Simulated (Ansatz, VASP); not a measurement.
## Two plane-wave programs on Si5Se

```
CELL_PARAMETERS angstrom
4.80866 0.00000 0.00000
-2.40433 4.16442 0.00000
0.00000 0.00000 7.34564
ATOMIC_POSITIONS crystal
Si 0.00000 0.00000 0.18360
Si 0.00000 0.00000 0.81640
Si 0.50000 0.00000 0.00000
Si 0.00000 0.50000 0.00000
Si 0.50000 0.50000 0.00000
Se 0.00000 0.00000 0.50000
```

Alike in both runs: task relaxation of cell and atoms; functional PBE; k mesh 12 × 12 × 6; occupations gaussian, width 0.1 eV; no spin polarisation.

```csv
,VASP,Ansatz
version,VASP 6.6.1,Ansatz 0.2.0
potentials or method,"VASP PAW PBE potentials, release 64 (Si, Se), cutoff 600 eV","scalar-relativistic, plane waves, PAW"
valence electrons in the cell,26,36
```

Ansatz gave:

- gap on the k mesh at the Fermi level, each at its own relaxed structure (eV): none
- relaxed volume (Å³/atom): 24.70
- relaxed cell length with the largest relative difference (Å): 7.285

Problem. What did VASP give for the same quantities?

Solution. gap on the k mesh at the Fermi level, each at its own relaxed structure (eV): none; relaxed volume (Å³/atom): 24.70; relaxed cell length with the largest relative difference (Å): 7.287.

A gap of «none» marks a metal or a gap that the smearing closes. VASP's potentials hold 26 valence electrons a cell and Ansatz's 36, so a difference there can come from the potentials and not from the codes.
